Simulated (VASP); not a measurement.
Wanted: the native input for a VASP 6.6.1 run.

```yaml
Task: relaxation of cell and atoms
Functional: PBEsol
Dispersion: D3(BJ)
Potentials_or_basis: VASP PAW PBE potentials, release 64 (Cu)
Cutoff: 600 eV
k_mesh: 11 × 11 × 11
Occupations: methfessel-paxton, width 0.05 eV
Spin: no spin polarisation
Dipole_correction: no
Further_INCAR_settings: ALGO = Normal; EDIFF = 1e-06; IBRION = 2; EDIFFG = -0.02; NSW = 60; ISIF = 3
```

The structure of Cu lies in POSCAR:

```
Cu
1.0
    0.0000000000      1.8075000000      1.8075000000
    1.8075000000      0.0000000000      1.8075000000
    1.8075000000      1.8075000000      0.0000000000
Cu
1
Direct
    0.0000000000      0.0000000000      0.0000000000
```

These files were run (other wordings do the same):

INCAR

```
PREC = Accurate
ENCUT = 600
EDIFF = 1E-6
ISMEAR = 1
SIGMA = 0.05
LREAL = False
LASPH = True
NELM = 80
ALGO = Normal
ISIF = 3
LWAVE = False
LCHARG = False
GGA = PS
IVDW = 12
IBRION = 2
NSW = 60
EDIFFG = -0.02
```

KPOINTS

```
Automatic mesh
0
Gamma
  11 11 11
```

Potentials or basis: VASP PAW PBE potentials, release 64 (Cu).

Run with:

```console
$ cat potpaw_PBE.64/Cu/POTCAR > POTCAR
$ mpirun -np 1 vasp_std > vasp.out
```

It gave:

```
Relaxed volume                         : 10.85 Å³/atom
Relaxed cell                           : a = 2.485 Å, b = 2.485 Å, c = 2.485 Å, α = 60.00°, β = 60.00°, γ = 60.00°
Space group after relaxing (to 0.05 Å) : Fm-3m (No. 225)
Energy gained by relaxing              : 43.5 meV/atom
Ionic steps                            : 3
Pressure after relaxing                : -0.1 GPa
Dispersion energy per atom             : -0.571 eV
```

Caveat: the PAW data sets were made with another functional, which shifts forces and pressure a little; pairwise dispersion overbinds metals, which lowers pressure and volume.

Wall time 9.8 s on 1 thread of AMD EPYC 9R45 96-Core Processor (Zen 5) (shared host), peak memory 0.11 GiB.
